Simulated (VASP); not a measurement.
Te: electric field gradients with PBE

The system is Te.

```
Te
1.0
     4.51666    0.00000    0.00000
    -2.25833    3.91155    0.00000
     0.00000    0.00000    6.00297
Te
3
Cartesian
  3.3649 0.0000 2.0010
  -1.6825 2.9141 4.0020
  0.5759 0.9974 0.0000
```

- Program: VASP 6.6.1
- Task: electric field gradients
- Functional: PBE
- Potentials or basis: VASP PAW PBE potentials, release 64 (Te)
- Cutoff: 520 eV
- k mesh: 9 × 9 × 6
- Occupations: fermi-dirac, width 0.08 eV
- Spin: no spin polarisation
- Dipole correction: no
- Further INCAR settings: ALGO = Normal; EDIFF = 1e-08; NBANDS = 16

| Item | Value |
| --- | --- |
| Pressure | 1.1 GPa |
| Largest force | 0.361 eV/Å |
| Band gap on the k mesh | 0.15 eV |
| Largest electric field gradient by atom | Te -576.6 V/Å² |

Forces in eV/Å, atoms in the order of the input:
```
Te  -0.361  0.000  0.000
Te   0.181 -0.313  0.000
Te   0.181  0.313  0.000
```

Stress tensor (GPa, compression positive):
```
1.12 0.00 0.00
0.00 1.12 0.00
0.00 0.00 1.20
```

Levels at points of the mesh, in eV from the valence-band top:
```csv
k point,band 7,band 8,band 9,band 10,band 11,band 12
"(0.00, 0.00, 0.00)",-1.51,-1.51,-0.53,1.08,1.08,1.78
"(0.00, 0.00, 0.50)",-1.24,-1.00,-1.00,0.68,0.81,0.81
```

Electric field gradients, principal values (V/Å²):
| atom | least | middle | greatest (by size) |
| --- | --- | --- | --- |
| 1 Te | 187.320 | 389.298 | -576.618 |
| 2 Te | 187.320 | 389.298 | -576.618 |
| 3 Te | 187.320 | 389.298 | -576.618 |

Run time: 50 s on 1 thread of Intel(R) Xeon(R) 6975P-C (Granite Rapids) (shared host), peak memory 0.28 GiB.

Caveat: without QUAD_EFG the Cq values of the log hold for a quadrupole moment of 1 mb, not for the nuclei; spin-orbit coupling is left out, which moves the levels of the heavy elements. A k mesh can miss the band edges.
